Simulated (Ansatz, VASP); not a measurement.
SnTe: VASP beside Ansatz

Contents of INCAR:

```
SYSTEM = SnTe
PREC = Accurate
ENCUT = 500
EDIFF = 1E-6
ISMEAR = 0
SIGMA = 0.01
LREAL = .False.
LASPH = .True.
NELM = 120
ALGO = Normal
ISIF = 2
LWAVE = .False.
LCHARG = .False.
GGA = PS
NBANDS = 17
GGA_COMPAT = .False.
```

The input KPOINTS:

```
Automatic mesh
0
Gamma
  8 8 8
  0 0 0
```

The input POSCAR:

```
SnTe
1.0
    0.0000000000      3.1600000000      3.1600000000
    3.1600000000      0.0000000000      3.1600000000
    3.1600000000      3.1600000000      0.0000000000
Sn Te
1 1
Direct
    0.0000000000      0.0000000000      0.0000000000
    0.5000000000      0.5000000000      0.5000000000
```

Input for Ansatz:

```yaml
crystal:
  lattice:
    - [0.0, 3.16, 3.16]
    - [3.16, 0.0, 3.16]
    - [3.16, 3.16, 0.0]
  atoms:
    - { symbol: Sn, position: [0.0, 0.0, 0.0] }
    - { symbol: Te, position: [0.5, 0.5, 0.5] }
basis:
  ecutwfc: 420
kpoints:
  mp_grid: { grid: [8, 8, 8] }
  band_path:
    path:
      - [0.0, 0.0, 0.0]
      - [0.0, 0.0, 0.0]
      - [0.5, 0.5, 0.0]
      - [0.5, 0.5, 0.5]
      - [0.5, 0.5, 0.5]
      - [0.0060351554, 0.0060351554, 0.0]
      - [-0.0060351554, -0.0060351554, 0.0]
      - [0.0069687972, 0.0069687972, 0.0069687972]
      - [-0.0069687972, -0.0069687972, -0.0069687972]
      - [0.0060351554, 0.0060351554, 0.0]
      - [-0.0060351554, -0.0060351554, 0.0]
      - [0.5060351554, 0.5060351554, 0.0]
      - [0.4939648446, 0.4939648446, 0.0]
      - [0.5, 0.5060351554, 0.0060351554]
      - [0.5, 0.4939648446, -0.0060351554]
      - [0.5069687972, 0.5069687972, 0.5069687972]
      - [0.4930312028, 0.4930312028, 0.4930312028]
      - [0.4957325007, 0.5042674993, 0.5]
      - [0.5042674993, 0.4957325007, 0.5]
      - [0.5069687972, 0.5069687972, 0.5069687972]
      - [0.4930312028, 0.4930312028, 0.4930312028]
      - [0.4957325007, 0.5042674993, 0.5]
      - [0.5042674993, 0.4957325007, 0.5]
    npoints: 1
hamiltonian:
  xc: pbesol
scf:
  occupations: { method: gaussian, width: 0.01 }
  n_extra_bands: 5
output:
  forces: true
  stress: true
  eigenvalues: true
```

Alike in both runs: task single point; functional PBEsol; k mesh 8 × 8 × 8; occupations gaussian, width 0.01 eV; no spin polarisation.

|  | VASP | Ansatz |
| --- | --- | --- |
| version | VASP 6.6.1 | Ansatz 0.2.0 |
| potentials or method | VASP PAW PBE potentials, release 64 (Sn_d, Te), cutoff 500 eV | scalar-relativistic, plane waves, PAW |
| valence electrons in the cell | 20 | 30 |

```tsv
	VASP	Ansatz	Ansatz less VASP
gap on the k mesh at the Fermi level (eV)	0.12	0.12	-0.001
least direct gap on the mesh (eV)	0.12	0.12	-0.001
pressure (GPa)	-0.7	-0.7	+0.02
```

VASP's potentials were made for PBE, not for PBEsol. VASP's potentials hold 20 valence electrons a cell and Ansatz's 30, so a difference there can come from the potentials and not from the codes.

Spin-orbit coupling is off throughout.
